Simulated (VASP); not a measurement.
# ZnS (Pmm2) in VASP: further runs

The runs below take ZnS through single point, with PBEsol.

Everything below comes from runs of VASP 6.6.1. Logs are shortened: lines on timing, memory, paths and dates and some standing lists are left out, and cuts for length are marked.

### 1 The cell of the first run

It takes space group Pmm2 (No. 25, orthorhombic). The conventional cell has a = 3.825 Å, b = 3.825 Å, c = 10.669 Å, α = 90.00°, β = 90.00°, γ = 90.00°. Zn (site symmetry mm2) has 4 S at 2.26 to 2.34 Å within 3.0 Å. Zn (site symmetry mm2) has 4 S at 2.34 Å within 3.1 Å. Within 3.1 Å of Zn (site symmetry mm2) lie 4 S at 2.34 Å. Within 3.1 Å of Zn (site symmetry mm2) lie 4 S at 2.34 Å. Within 3.1 Å of S (site symmetry mm2) lie 4 Zn at 2.34 Å. S (site symmetry mm2) has 4 Zn at 2.34 Å within 3.1 Å. S (site symmetry mm2) has 4 Zn at 2.34 Å within 3.1 Å. Within 3.0 Å of S (site symmetry mm2) lie 4 Zn at 2.26 to 2.34 Å.

### 2 Single point, PBEsol (the distance across one plane changed)

Contents of INCAR:

```
ALGO = Normal
EDIFF = 1E-6
ENCUT = 520
GGA = PS
ISIF = 2
ISMEAR = 0
LASPH = True
LCHARG = False
LREAL = False
LWAVE = False
NBANDS = 46
NELM = 100
PREC = Accurate
SIGMA = 0.05
```

Contents of KPOINTS:

```
k-points
0
Gamma
  7 7 3
```

Contents of POSCAR:

```
ZnS
1.0
   -2.7046500000     -2.7046500000      0.0000000000
    2.7046500000     -2.7046500000      0.0000000000
    0.0000000000      0.0000000000     10.6686000000
Zn S
4 4
Direct
    0.0000000000      0.0000000000      0.9506812047
    0.5000000000      0.5000000000      0.1901362409
    0.0000000000      0.0000000000      0.4436512288
    0.5000000000      0.5000000000      0.6971662167
    0.5000000000      0.0000000000      0.3168937349
    0.0000000000      0.5000000000      0.5704087228
    0.5000000000      0.0000000000      0.8239237107
    0.0000000000      0.5000000000      0.0633787470
```

Potentials or basis: VASP PAW PBE potentials, release 64 (Zn, S).

On the command line:

```bash
> cat potpaw_PBE.64/Zn/POTCAR potpaw_PBE.64/S/POTCAR > POTCAR
> mpirun -np 1 vasp_std > vasp.out
```

OUTCAR:

```text
EDIFF = 1E-6
   ENCUT = 520
   GGA = PS
   ISIF = 2
   ISMEAR = 0
   LASPH = True
   LREAL = False
   NELM = 100
   PREC = Accurate

 ion  position               nearest neighbor table
   1  0.000  0.000  0.951-   8 2.26   8 2.26   7 2.34   7 2.34
   2  0.500  0.500  0.190-   8 2.34   8 2.34   5 2.34   5 2.34
   3  0.000  0.000  0.444-   5 2.34   5 2.34   6 2.34   6 2.34
   4  0.500  0.500  0.697-   6 2.34   6 2.34   7 2.34   7 2.34
   5  0.500  0.000  0.317-   3 2.34   3 2.34   2 2.34   2 2.34
   6  0.000  0.500  0.570-   4 2.34   4 2.34   3 2.34   3 2.34
   7  0.500  0.000  0.824-   1 2.34   1 2.34   4 2.34   4 2.34
   8  0.000  0.500  0.063-   1 2.26   1 2.26   2 2.34   2 2.34

  LATTYP: Found a simple tetragonal cell.
 ALAT       =     3.8249527115
 C/A-ratio  =     2.7892109536

  Lattice vectors:

 A1 = (  -2.7046500000,  -2.7046500000,   0.0000000000)
 A2 = (   2.7046500000,  -2.7046500000,   0.0000000000)
 A3 = (   0.0000000000,   0.0000000000,  10.6686000000)

Analysis of symmetry for initial positions (statically):
=====================================================================
 Subroutine PRICEL returns:
 Original cell was already a primitive cell.

 Routine SETGRP: Setting up the symmetry group for a
 simple tetragonal supercell.

 Subroutine GETGRP returns: Found  4 space group operations
 (whereof  4 operations were pure point group operations)
 out of a pool of 16 trial point group operations.

The static configuration has the point symmetry C_2v.

Analysis of symmetry for dynamics (positions and initial velocities):
=====================================================================
 Subroutine PRICEL returns:
 Original cell was already a primitive cell.

 Routine SETGRP: Setting up the symmetry group for a
 simple tetragonal supercell.

 Subroutine GETGRP returns: Found  4 space group operations
 (whereof  4 operations were pure point group operations)
 out of a pool of 16 trial point group operations.

The dynamic configuration has the point symmetry C_2v.

 Subroutine INISYM returns: Found  4 space group operations
 (whereof  4 operations are pure point group operations),
 and found     1 'primitive' translations

----------------------------------------------------------------------------------------

                                     Primitive cell

  volume of cell :     156.0844

  direct lattice vectors                    reciprocal lattice vectors
    -2.704650000 -2.704650000  0.000000000    -0.184866803 -0.184866803  0.000000000
     2.704650000 -2.704650000  0.000000000     0.184866803 -0.184866803  0.000000000
     0.000000000  0.000000000 10.668600000     0.000000000  0.000000000  0.093733011

  length of vectors
     3.824952711  3.824952711 10.668600000     0.261441141  0.261441141  0.093733011

  position of ions in fractional coordinates (direct lattice)
     0.000000000  0.000000000  0.950681205
     0.500000000  0.500000000  0.190136241
     0.000000000  0.000000000  0.443651229
     0.500000000  0.500000000  0.697166217
     0.500000000  0.000000000  0.316893735
     0.000000000  0.500000000  0.570408723
     0.500000000  0.000000000  0.823923711
     0.000000000  0.500000000  0.063378747

  ion indices of the primitive-cell ions
   primitive index   ion index
                 1           1
                 2           2
                 3           3
                 4           4
                 5           5
                 6           6
                 7           7
                 8           8

----------------------------------------------------------------------------------------

 KPOINTS: k-points

Automatic generation of k-mesh.
 Grid dimensions read from file:
 generate k-points for:    7    7    3

 Generating k-lattice:

  Cartesian coordinates                     Fractional coordinates (reciprocal lattice)
    -0.026409543 -0.026409543  0.000000000     0.142857143  0.000000000  0.000000000
     0.026409543 -0.026409543  0.000000000     0.000000000  0.142857143  0.000000000
     0.000000000  0.000000000  0.031244337     0.000000000  0.000000000  0.333333333

  Length of vectors
     0.037348734  0.037348734  0.031244337

  Shift w.r.t. Gamma in fractional coordinates (k-lattice)
     0.000000000  0.000000000  0.000000000

 Subroutine IBZKPT returns following result:
 ===========================================

 Found     32 irreducible k-points:

 Following reciprocal coordinates:
            Coordinates               Weight
  0.000000  0.000000  0.000000      1.000000
  0.142857  0.000000  0.000000      2.000000
  0.000000  0.142857  0.000000      2.000000
  0.285714  0.000000  0.000000      2.000000
  0.000000  0.285714  0.000000      2.000000
  0.428571  0.000000  0.000000      2.000000
[... 16 lines left out ...]
  0.000000  0.428571  0.333333      4.000000
  0.142857  0.142857  0.333333      8.000000
 [... further k-points ...]
   k-points           NKPTS =     32   k-points in BZ     NKDIM =     32   number of bands    NBANDS=     46
   number of dos      NEDOS =    301   number of ions     NIONS =      8
   total plane-waves  NPLWV =  62720
   dimension x,y,z NGX =    28 NGY =   28 NGZ =   80
   dimension x,y,z NGXF=    56 NGYF=   56 NGZF=  160
   ions per type =               4   4
   NGX,Y,Z   is equivalent  to a cutoff of  12.17, 12.17, 12.47 a.u.
   NGXF,Y,Z  is equivalent  to a cutoff of  24.34, 24.34, 24.93 a.u.
 SYSTEM =  unknown system
   PREC   = accura    normal or accurate (medium, high low for compatibility)
   ISTART =      0    job   : 0-new  1-cont  2-samecut
   ICHARG =      2    charge: 1-file 2-atom 10-const
   ISPIN  =      1    spin polarized calculation?
   LNONCOLLINEAR =      F non collinear calculations
   LSORBIT =      F    spin-orbit coupling
   LASPH  =      T    aspherical Exc in radial PAW
   ENCUT  =  520.0 eV  38.22 Ry    6.18 a.u.   7.11  7.11 19.84*2*pi/ulx,y,z
   NELM   =    100;   NELMIN=  2; NELMDL= -5     # of ELM steps
   EDIFF  = 0.1E-05   stopping-criterion for ELM
   LREAL  =      F    real-space projection
   EDIFFG = 0.1E-04   stopping-criterion for IOM
   NSW    =      0    number of steps for IOM
   IBRION =     -1    ionic relax: 0-MD 1-quasi-New 2-CG
   NFREE  =      0    steps in history (QN), initial steepest desc. (CG)
   ISIF   =      2    stress and relaxation
   ISYM   =      2    0-nonsym 1-usesym 2-fastsym
   POTIM  = 0.5000    time-step for ionic-motion
   TEBEG  =    0.0;   TEEND  =   0.0 temperature during run
   PSTRESS=    0.0 pullay stress
   NELECT =      72.0000    total number of electrons
   NUPDOWN=      -1.0000    fix difference up-down
   EMIN   =  10.00;   EMAX   =-10.00  energy-range for DOS
   EFERMI =   0.00;   METHOD = LEGACY
   ISMEAR =     0;   SIGMA  =   0.05  broadening in eV -4-tet -1-fermi 0-gaus
   EFERMI_NEDOS =   21; number of points for ismear=-14 and -15
   IALGO  =     38    algorithm
   IMIX   =      4    mixing-type and parameters
     AMIX     =   0.40;   BMIX     =  1.00
     AMIX_MAG =   1.60;   BMIX_MAG =  1.00
  volume/ion in A,a.u.               =      19.51       131.66
  Fermi-wavevector in a.u.,A,eV,Ry     =   1.264928  2.390367 21.769904  1.600043
  Thomas-Fermi vector in A             =   2.398208
   LORBIT       =      0    0 simple, 1 ext, 2 COOP (PROOUT), +10 PAW based schemes
   GGA     = PS    functional components
   LHFCALC =     F    Hartree Fock is set to
   AEXX    =    0.0000 exact exchange contribution
   IVDW    =     0    specifies the selected vdW correction
   LEPSILON=     F    determine dielectric tensor
   LRPA    =     F    only Hartree local field effects (RPA)
 non-spin polarized calculation
 Gauss-broadening in eV      SIGMA  =   0.05
  energy-cutoff  :      520.00
  volume of cell :      156.08
 maximum number of plane-waves:      4226
   NGX = 15   NGY = 15   NGZ = 39

 number of electron      71.9999936 magnetization

 Free energy of the ion-electron system (eV)
  ---------------------------------------------------
  ext. energy  EPLUGINS =         0.00000000
  ---------------------------------------------------
  free energy    TOTEN  =       -30.29334786 eV

  energy without entropy =      -30.29334786  energy(sigma->0) =      -30.29334786

 E-fermi :   2.3624     XC(G=0):  -9.9015

 val. band max:        2.1484235351   @ k =   0.0000   0.0000   0.0000
 cond. band min:       4.1329388294   @ k =   0.0000   0.0000   0.0000
 fundamental gap:      1.9845152943
 Fermi energy:         2.3624071514

 k-point     1 :       0.0000    0.0000    0.0000
  band No.  band energies     occupation
      1     -11.1641      2.00000
      2     -10.5914      2.00000
      3     -10.4378      2.00000
      4      -9.7879      2.00000
      5      -4.4802      2.00000
      6      -4.4013      2.00000
[... 38 lines left out ...]
     45       8.4268      0.00000
     46       8.4293      0.00000

 k-point     2 :       0.1429    0.0000    0.0000
  band No.  band energies     occupation
      1     -11.0629      2.00000
      2     -10.5258      2.00000
      3     -10.3739      2.00000
      4      -9.7903      2.00000
      5      -4.4363      2.00000
      6      -4.3918      2.00000
[... 38 lines left out ...]
     45       8.5827      0.00000
     46       8.8097      0.00000

 k-point     3 :       0.0000    0.1429    0.0000
  band No.  band energies     occupation
      1     -11.0601      2.00000
      2     -10.5233      2.00000
      3     -10.3739      2.00000
      4      -9.7891      2.00000
      5      -4.4369      2.00000
      6      -4.3920      2.00000
[... 38 lines left out ...]
     45       8.5601      0.00000
     46       8.8164      0.00000

 k-point     4 :       0.2857    0.0000    0.0000
  band No.  band energies     occupation
      1     -10.7949      2.00000
      2     -10.3668      2.00000
      3     -10.2224      2.00000
      4      -9.8323      2.00000
      5      -4.3715      2.00000
      6      -4.3519      2.00000
[... 920 lines left out ...]
     45       8.9736      0.00000
     46       9.2909      0.00000

 k-point    23 :       0.0000    0.4286    0.3333
  band No.  band energies     occupation
      1     -10.4577      2.00000
      2     -10.2174      2.00000
      3     -10.0784      2.00000
      4      -9.9698      2.00000
      5      -4.2885      2.00000
      6      -4.2559      2.00000
[... 38 lines left out ...]
     45       9.0393      0.00000
     46       9.1909      0.00000

 k-point    24 :       0.1429    0.1429    0.3333
  band No.  band energies     occupation
      1     -10.9214      2.00000
      2     -10.6277      2.00000
      3     -10.1125      2.00000
      4      -9.8558      2.00000
      5      -4.4138      2.00000
      6      -4.3697      2.00000
[... 38 lines left out ...]
     45       9.0211      0.00000
     46       9.1700      0.00000

 [... further k-points ...]
[... 5 lines left out ...]
  --------------------------------------------------------------------------------------
  -------------------------------------------------------------------------------------
  Total       -1.0122662     -1.0122662     -0.6236022     -0.5249836      0.0000000      0.0000000
  in kB      -10.3907229    -10.3907229     -6.4011595     -5.3888581      0.0000000      0.0000000
  external PRESSURE =      -9.0608684 kB  Pullay stress =       0.0000000 kB

 VOLUME and BASIS-vectors are now :
 -----------------------------------------------------------------------------
  energy-cutoff  :      520.00
  volume of cell :      156.08
      direct lattice vectors                 reciprocal lattice vectors
    -2.704650000 -2.704650000  0.000000000    -0.184866803 -0.184866803  0.000000000
     2.704650000 -2.704650000  0.000000000     0.184866803 -0.184866803  0.000000000
     0.000000000  0.000000000 10.668600000     0.000000000  0.000000000  0.093733011

 POSITION                                       TOTAL-FORCE (eV/Angst)
 -----------------------------------------------------------------------------------
      0.00000      0.00000     10.14244         0.000000      0.000000     -0.697468
      0.00000     -2.70465      2.02849        -0.000000     -0.000000      0.114487
      0.00000      0.00000      4.73314         0.000000      0.000000      0.052271
      0.00000     -2.70465      7.43779        -0.000000     -0.000000      0.053170
     -1.35232     -1.35232      3.38081        -0.000000     -0.000000     -0.048793
      1.35232     -1.35232      6.08546         0.000000     -0.000000     -0.054557
     -1.35232     -1.35232      8.79011        -0.000000     -0.000000     -0.179556
      1.35232     -1.35232      0.67616        -0.000000     -0.000000      0.760447
 -----------------------------------------------------------------------------------
    total drift:                                0.000000     -0.000000     -0.001307

  FREE ENERGIE OF THE ION-ELECTRON SYSTEM (eV)
  ---------------------------------------------------
  free  energy   TOTEN  =       -30.2933478553 eV

  energy  without entropy=      -30.2933478553  energy(sigma->0) =      -30.29334786
```

It took 1.7 min on 1 thread of Intel Xeon Platinum 8559C (Emerald Rapids), shared host; peak memory 0.32 GiB.

What came out:

```
Free energy            : -30.2933 eV
Pressure               : -0.9 GPa
Largest force          : 0.760 eV/Å
Band gap on the k mesh : 1.98 eV
```

Forces on the atoms (eV/Å):
```
Zn   0.000  0.000 -0.697
Zn   0.000  0.000  0.114
Zn   0.000  0.000  0.052
Zn   0.000  0.000  0.053
S    0.000  0.000 -0.049
S    0.000  0.000 -0.055
S    0.000  0.000 -0.180
S    0.000  0.000  0.760
```

Stress tensor (GPa, compression positive):
```
-1.04 -0.54  0.00
-0.54 -1.04  0.00
 0.00  0.00 -0.64
```

Caveat: the cell differs from its parent crystal (the distance across one plane changed); the PAW data sets were made with another functional, which shifts forces and pressure a little.

### 3 Single point, PBEsol (the distance across one plane changed)

Contents of INCAR:

```
ALGO     = Normal         # electronic algorithm
EDIFF    = 1E-7           # SCF threshold, eV
ENCUT    = 520            # plane-wave cutoff, eV
GGA      = PS             # functional
ISIF     = 2              # what is computed and relaxed
ISMEAR   = 0              # smearing method
LASPH    = True           # aspherical terms in the spheres
LCHARG   = True           # write CHGCAR
LELF     = True           # ELF
LREAL    = False          # projectors in reciprocal space
LVHAR    = True         
LWAVE    = False          # write WAVECAR
NBANDS   = 46             # bands
NELM     = 80             # most SCF steps
PREC     = Accurate       # precision mode
SIGMA    = 0.05           # smearing width, eV
```

KPOINTS is that of step 2.

Contents of POSCAR:

```
ZnS
1.0
   -2.7046500000     -2.7046500000      0.0000000000
    2.7046500000     -2.7046500000      0.0000000000
    0.0000000000      0.0000000000     11.0686000000
Zn S
4 4
Direct
    0.0000000000      0.0000000000      0.9163252354
    0.5000000000      0.5000000000      0.1832650471
    0.0000000000      0.0000000000      0.4276184432
    0.5000000000      0.5000000000      0.6719718393
    0.5000000000      0.0000000000      0.3054417451
    0.0000000000      0.5000000000      0.5497951412
    0.5000000000      0.0000000000      0.7941485373
    0.0000000000      0.5000000000      0.0610883490
```

Potentials or basis: VASP PAW PBE potentials, release 64 (Zn, S).

On the command line:

```bash
> cat potpaw_PBE.64/Zn/POTCAR potpaw_PBE.64/S/POTCAR > POTCAR
> mpirun -np 1 vasp_std > vasp.out
```

Wall time 2 min (1 thread of Intel Xeon Platinum 8559C (Emerald Rapids), shared host); peak memory 0.34 GiB.

The run converged. Its results:

```
Free energy            : -30.1371 eV
Pressure               : -3.3 GPa
Largest force          : 0.955 eV/Å
Band gap on the k mesh : 1.73 eV
```

Forces on the atoms (eV/Å):
```
Zn   0.000  0.000  0.906
Zn   0.000  0.000 -0.197
Zn   0.000  0.000 -0.100
Zn   0.000  0.000 -0.103
S    0.000  0.000  0.099
S    0.000  0.000  0.104
S    0.000  0.000  0.246
S    0.000  0.000 -0.955
```

Stress tensor (GPa, compression positive):
```
-2.83  0.30  0.00
 0.30 -2.83  0.00
 0.00  0.00 -4.15
```

Levels at points of the mesh, in eV from the valence-band top:
```
           k point  band 33  band 34  band 35  band 36  band 37  band 38  band 39  band 40
(0.00, 0.00, 0.00)    -1.08    -0.15    -0.08     0.00     1.73     3.23     3.91     4.11
```

Caveat: the cell differs from its parent crystal (the distance across one plane changed); the cell stands under tension; the PAW data sets were made with another functional, which shifts forces and pressure a little.
